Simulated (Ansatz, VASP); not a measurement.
# Two plane-wave programs on TiO2

```
Ti O
1.0
    -0.04051    2.39683    2.39683
     2.39683   -0.04051    2.39683
     2.35632    2.35632    0.00000
Ti O
1 2
Direct
  0.00000 0.00000 0.00000
  0.25189 0.25189 0.24811
  0.74811 0.74811 0.75189
```

Change from the starting cell: shear_xy strain -3.4%.

Alike in both runs: task single point; functional r2SCAN; k mesh 10 × 10 × 10; no spin polarisation.

|  | VASP | Ansatz |
| --- | --- | --- |
| version | VASP 6.6.1 | Ansatz 0.2.0 |
| potentials or method | VASP PAW PBE potentials, release 64 (Ti_sv, O) | plane waves, PAW |
| plane-wave cutoff (eV) | 520 | 500 |
| occupations | gaussian, width 0.01 eV | fixed |
| valence electrons in the cell | 24 | 24 |

|  | VASP | Ansatz | Ansatz less VASP |
| --- | --- | --- | --- |
| gap on the k mesh at the Fermi level (eV) | 1.55 | 1.51 | -0.037 |
| pressure (GPa) | 1.7 | 0.2 | -1.54 |
| traceless stress, the component that is largest in VASP (GPa) | 1.37 | 1.25 | -0.115 |
| rms of the force components (eV/Å) | 0.005 | 0.000 | -0.0045 |

VASP's potentials were made for PBE, not for r2SCAN. Atom by atom the forces differ by 0.005 eV/Å (rms over components).
